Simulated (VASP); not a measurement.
Here is a VASP 6.6.1 calculation.

INCAR

```
  PREC = Accurate
  ENCUT = 520
  EDIFF = 1E-7
  ISMEAR = 0
  SIGMA = 0.1
  LREAL = False
  LASPH = True
  NELM = 100
  ALGO = Normal
  ISIF = 2
  LWAVE = False
  LCHARG = False
  GGA = PE
  NBANDS = 24
```

The input KPOINTS:

```
regular mesh
0
Gamma
  4 3 4
```

POSCAR

```
Mg12H
1.0
    6.4200000000      0.0000000000      0.0000000000
   -4.8150000000      8.3398250000      0.0000000000
    0.0000000000      0.0000000000      5.2130400000
Mg H
12 1
Direct
    0.0012897907      0.0002949854     -0.0085657125
    0.1728249020      0.2323517409      0.4972730785
   -0.0004996148      0.3328727764      0.0033618570
    0.1622076792      0.5535364380      0.5012783089
   -0.0010164626      0.6657391029      0.0021227720
    0.1707981580      0.8833707149      0.4982751492
    0.5000957623     -0.0003490520      0.0051770940
    0.6671292449      0.2217723803      0.5080792250
    0.5020235920      0.3340830048      0.0061770066
    0.6689650565      0.5565238517      0.5043727758
    0.4977496457      0.6637754915      0.0043374153
    0.6561253149      0.8843641985      0.4983189696
    0.0033946312      0.0024418669      0.5992637606
```

Potentials or basis: VASP PAW PBE potentials, release 64 (Mg, H).

Command:

```sh
$ cat potpaw_PBE.64/Mg/POTCAR potpaw_PBE.64/H/POTCAR > POTCAR
$ mpirun -np 1 vasp_std > vasp.out
```

Problem. What does it give for the band gap on the k mesh?

Solution. Zero (an odd number of electrons rules out a gap without spin polarisation).

Problem. Estimate the largest force.

Solution. 0.024 eV/Å.

Problem. Estimate the pressure.

Solution. -0.1 GPa.

Forces in eV/Å, atoms in the order of the input:
```
Mg  -0.004 -0.011  0.021
Mg  -0.001 -0.004  0.015
Mg   0.000  0.011  0.000
Mg   0.010  0.002  0.000
Mg   0.005 -0.009  0.003
Mg   0.007  0.007  0.001
Mg   0.002 -0.005 -0.012
Mg   0.000  0.006 -0.018
Mg  -0.001  0.008 -0.006
Mg  -0.005 -0.012 -0.009
Mg  -0.005  0.003 -0.004
Mg  -0.006  0.009  0.006
H   -0.001 -0.005  0.001
```
